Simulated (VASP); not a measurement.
Input of a VASP 6.6.1 run:

The input INCAR:

```
PREC = Accurate
ENCUT = 520
EDIFF = 1E-7
ISMEAR = 0
SIGMA = 0.1
LREAL = False
LASPH = True
NELM = 100
ALGO = Normal
ISIF = 2
LWAVE = False
LCHARG = False
GGA = PE
NBANDS = 24
```

Contents of KPOINTS:

```
Automatic mesh
0
Gamma
  4 4 2
```

POSCAR

```
KBr
1.0
   -2.6267850596     -4.5497251837      0.0000000000
    2.6267850596      1.5165750612      4.3085620995
   -7.8803551787      4.5497251837      0.0000000000
K Br
2 2
Direct
    0.3735278278      0.7470556556      0.1245092759
    0.8735278278      0.7470556556      0.6245092759
    0.4996071022      0.9992142044      0.4998690341
    0.9996071022      0.9992142044      0.9998690341
```

Potentials or basis: VASP PAW PBE potentials, release 64 (K_sv, Br).

Launch:

```bash
$ cat potpaw_PBE.64/K_sv/POTCAR potpaw_PBE.64/Br/POTCAR > POTCAR
$ mpirun -np 1 vasp_std > vasp.out
```

(1) Predict the pressure.

(2) Predict the band gap on the k mesh.

Results:

(1) 0.0 GPa.

(2) 4.23 eV.
